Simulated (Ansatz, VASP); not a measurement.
# GaAs: VASP beside Ansatz

```xyz
2
Lattice="0.0000 2.8296 2.8296 2.8296 0.0000 2.8296 2.8296 2.8296 0.0000" Properties=species:S:1:pos:R:3 pbc="T T T"
Ga    0.0000    0.0000    0.0000
As    4.2443    4.2443    4.2443
```

Alike in both runs: functional PBEsol; k mesh 12 × 12 × 12; no spin polarisation.

Ansatz relaxed the structure, and its values are those at the end. VASP's run is a single point on that final structure, the one shown.

```csv
,VASP,Ansatz
version,VASP 6.6.1,Ansatz 0.2.0
potentials or method,"VASP PAW PBE potentials, release 64 (Ga_d, As), cutoff 520 eV","scalar-relativistic, plane waves, PAW"
occupations,"gaussian, width 0.01 eV",fixed
valence electrons in the cell,18,28
```

VASP gave:

| Quantity | Value |
| --- | --- |
| gap on the k mesh at the Fermi level (eV) | 0.43 |
| least direct gap on the mesh (eV) | 0.43 |
| pressure (GPa) | 0.2 |

Problem. What did Ansatz give for the same quantities?

Solution. gap on the k mesh at the Fermi level (eV): 0.42; least direct gap on the mesh (eV): 0.42; pressure (GPa): 0.0.

VASP's potentials were made for PBE, not for PBEsol. VASP's potentials hold 18 valence electrons a cell and Ansatz's 28, so a difference there can come from the potentials and not from the codes.
